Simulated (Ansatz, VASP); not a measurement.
# Two plane-wave programs on HfO2

```
CELL_PARAMETERS angstrom
5.09568 0.00000 -0.00192
0.00000 5.17706 0.00000
-0.87839 0.00000 5.19689
ATOMIC_POSITIONS crystal
Hf 0.27715 0.45705 0.70818
Hf 0.72285 0.95705 0.79182
Hf 0.72285 0.54295 0.29182
Hf 0.27715 0.04295 0.20818
O 0.44713 0.74182 0.97999
O 0.55287 0.24182 0.52001
O 0.55287 0.25818 0.02001
O 0.44713 0.75818 0.47999
O 0.07123 0.33734 0.34088
O 0.92877 0.83734 0.15912
O 0.92877 0.66266 0.65912
O 0.07123 0.16266 0.84088
```

Alike in both runs: functional PBEsol; k mesh 4 × 4 × 4; occupations gaussian, width 0.02 eV; no spin polarisation.

Ansatz relaxed the structure, and its values are those at the end. VASP's run is a single point on that final structure, the one shown.

|  | VASP | Ansatz |
| --- | --- | --- |
| version | VASP 6.6.1 | Ansatz 0.2.0 |
| potentials or method | VASP PAW PBE potentials, release 64 (Hf_pv, O), cutoff 520 eV | scalar-relativistic, plane waves, PAW |
| valence electrons in the cell | 88 | 152 |

```tsv
	VASP	Ansatz	Ansatz less VASP
gap on the k mesh at the Fermi level (eV)	3.93	3.97	+0.035
least direct gap on the mesh (eV)	4.03	4.07	+0.038
pressure (GPa)	-3.0	0.0	+3.03
rms of the force components (eV/Å)	0.032	0.000	-0.0320
```

VASP's potentials were made for PBE, not for PBEsol. The functional is the same, so the differences come from potentials, cutoffs and numerics. VASP's potentials hold 88 valence electrons a cell and Ansatz's 152, so a difference there can come from the potentials and not from the codes.

Neither program's run includes spin-orbit coupling.
